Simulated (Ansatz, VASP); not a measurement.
One calculation of CuO, two programs

```
CELL_PARAMETERS angstrom
1.99097 -2.15355 0.00000
1.99097 2.15355 0.00000
0.00000 0.00000 5.15593
ATOMIC_POSITIONS crystal
Cu 0.00000 0.50000 0.00000
Cu 0.50000 0.00000 0.50000
O 0.50000 0.50000 0.25000
O 0.50000 0.50000 0.75000
```

Alike in both runs: task single point; functional PBEsol; k mesh 14 × 14 × 8; occupations gaussian, width 0.1 eV; no spin polarisation.

|  | VASP | Ansatz |
| --- | --- | --- |
| version | VASP 6.6.1 | Ansatz 0.2.0 |
| potentials or method | VASP PAW PBE potentials, release 64 (Cu, O), cutoff 520 eV | scalar-relativistic, plane waves, PAW |
| valence electrons in the cell | 34 | 50 |

VASP gave:

```
gap on the k mesh at the Fermi level (eV)                     : none
pressure (GPa)                                                : -5.4
traceless stress, the component that is largest in VASP (GPa) : 1.34
```

Q: What did Ansatz give for the same quantities?

A: gap on the k mesh at the Fermi level (eV): none; pressure (GPa): -6.1; traceless stress, the component that is largest in VASP (GPa): 1.55.

VASP's potentials were made for PBE, not for PBEsol. A gap of «none» marks a metal or a gap that the smearing closes. VASP's potentials hold 34 valence electrons a cell and Ansatz's 50, so a difference there can come from the potentials and not from the codes.
